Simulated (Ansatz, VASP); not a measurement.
**One calculation of MgSe, two programs**

```
Mg Se
1.0
     0.00000    2.73372    2.73372
     2.73372    0.00000    2.73372
     2.73372    2.73372    0.00000
Mg Se
1 1
Direct
  0.00000 0.00000 0.00000
  0.50000 0.50000 0.50000
```

Alike in both runs: task single point; functional RPBE; k mesh 4 × 4 × 4; occupations gaussian, width 0.1 eV; no spin polarisation.

```csv
,VASP,Ansatz
version,VASP 6.6.1,Ansatz 0.2.0
potentials or method,"VASP PAW PBE potentials, release 64 (Mg, Se), cutoff 600 eV","scalar-relativistic, plane waves, PAW"
valence electrons in the cell,8,26
```

VASP gave:

```
gap on the k mesh at the Fermi level (eV) : 1.88
least direct gap on the mesh (eV)         : 2.67
pressure (GPa)                            : 3.5
```

Problem. Which values does Ansatz return?

Solution. gap on the k mesh at the Fermi level (eV): 1.92; least direct gap on the mesh (eV): 2.69; pressure (GPa): 3.7.

VASP's potentials were made for PBE, not for RPBE. VASP's potentials hold 8 valence electrons a cell and Ansatz's 26, so a difference there can come from the potentials and not from the codes.

The k mesh is coarse, so the values compare programs but aren't converged.
